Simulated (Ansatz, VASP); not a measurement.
## Ti in VASP and in Ansatz

```
Ti
1.0
     0.00000    2.13552    2.13552
     2.13552    0.00000    2.13552
     2.13552    2.13552    0.00000
Ti
1
Direct
  0.00000 0.00000 0.00000
```

Alike in both runs: task single point; functional r2SCAN; k mesh 15 × 15 × 15; occupations fermi-dirac, width 0.1 eV; no spin polarisation.

|  | VASP | Ansatz |
| --- | --- | --- |
| version | VASP 6.6.1 | Ansatz 0.2.0 |
| potentials or method | VASP PAW PBE potentials, release 64 (Ti_sv), cutoff 520 eV | plane waves (500 eV) with PAW, scalar-relativistic |
| valence electrons in the cell | 12 | 12 |

|  | VASP | Ansatz | Ansatz less VASP |
| --- | --- | --- | --- |
| pressure (GPa) | -10.1 | -10.4 | -0.29 |

VASP's potentials were made for PBE, not for r2SCAN.
